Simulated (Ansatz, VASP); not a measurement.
## CaBr in VASP and in Ansatz

INCAR

```
  ALGO = Normal
  EDIFF = 1E-7
  ENCUT = 520
  ISIF = 2
  ISMEAR = -1
  LASPH = T
  LCHARG = F
  LREAL = F
  LWAVE = F
  NBANDS = 16
  NELM = 60
  PREC = Accurate
  SIGMA = 0.05
```

KPOINTS

```
k-points
0
Gamma
  10 10 8
```

Contents of POSCAR:

```
CaBr
1.0
    3.9170220000      0.0000000000      0.0000000000
   -1.9585110000      3.3922410000      0.0000000000
    0.0000000000      0.0000000000      4.3410340000
Ca Br
1 1
Direct
    0.0000000000      0.0000000000      0.0000000000
    0.3333333333      0.6666666667      0.5000000000
```

Input for Ansatz:

```yaml
crystal:
  lattice:
    - [3.917022, 0.0, 0.0]
    - [-1.958511, 3.392241, 0.0]
    - [0.0, 0.0, 4.341034]
  atoms:
    - { symbol: Ca, position: [0.0, 0.0, 0.0] }
    - { symbol: Br, position: [0.3333333333333333, 0.6666666666666666, 0.5] }
kpoints:
  mp_grid:
    grid: [10, 10, 8]
    shift: [0.0, 0.0, 0.0]
hamiltonian:
  xc: lda
scf:
  occupations:
    method: fermi_dirac
    width: 0.05
output:
  stress: true
```

Alike in both runs: task single point; functional LDA; k mesh 10 × 10 × 8; occupations fermi-dirac, width 0.05 eV; no spin polarisation.

```csv
,VASP,Ansatz
version,VASP 6.6.1,Ansatz 0.2.0
potentials or method,"VASP PAW LDA potentials, release 64 (Ca_sv, Br)","plane waves, PAW"
plane-wave cutoff (eV),520,420
valence electrons in the cell,17,17
```

Ansatz gave:

```
pressure (GPa)                                                : -3.2
traceless stress, the component that is largest in VASP (GPa) : -0.06
```

Q: Estimate VASP's values.

A: Pressure (GPa): -3.1; traceless stress, the component that is largest in VASP (GPa): -0.05.

LDA's correlation is that of Perdew and Zunger in VASP and of Perdew and Wang (1992) in Ansatz.
